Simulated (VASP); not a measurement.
## Sn: single point with PBEsol

Crystal: Sn.

```
Sn
1.0
    -1.89465    1.89465    1.97044
     1.89465   -1.89465    1.97044
     1.89465    1.89465   -1.97044
Sn
1
Direct
  0.00000 0.00000 0.00000
```

- Program: VASP 6.6.1
- Task: single point
- Functional: PBEsol
- Potentials or basis: VASP PAW PBE potentials, release 64 (Sn_d)
- Cutoff: 520 eV
- k mesh: 8 × 8 × 8
- Occupations: fermi-dirac, width 0.05 eV
- Spin: no spin polarisation
- Dipole correction: no
- Further INCAR settings: ALGO = Normal; EDIFF = 1e-06; NBANDS = 13

- Pressure: -3.4 GPa
- Band gap on the k mesh: zero (band 7 reaches 14.91 eV, above the bottom of band 8 at 5.36 eV)

Stress tensor (GPa, compression positive):
```
-4.18  0.00  0.00
 0.00 -4.18  0.00
 0.00  0.00 -1.69
```

Levels at points of the mesh, in eV from the Fermi level:
```
           k point  band 5  band 6  band 7  band 8  band 9  band 10
(0.00, 0.00, 0.00)  -21.20  -10.72    7.55    7.73    7.73    11.81
(0.50, 0.00, 0.00)  -21.13   -6.37   -4.17    3.72    5.59     8.02
(0.50, 0.50, 0.00)  -21.13   -6.13   -4.06    3.27    4.95     7.45
(0.50, 0.50, 0.50)  -21.15   -2.67   -0.80   -0.10   -0.10     3.82
```

Run time: 8.2 s on 1 thread of Intel(R) Xeon(R) 6975P-C (Granite Rapids), on a shared host, peak memory 0.16 GiB.

Caveat: the PAW data sets were made with another functional, which shifts forces and pressure a little; spin-orbit coupling is left out, which moves the levels of the heavy elements.
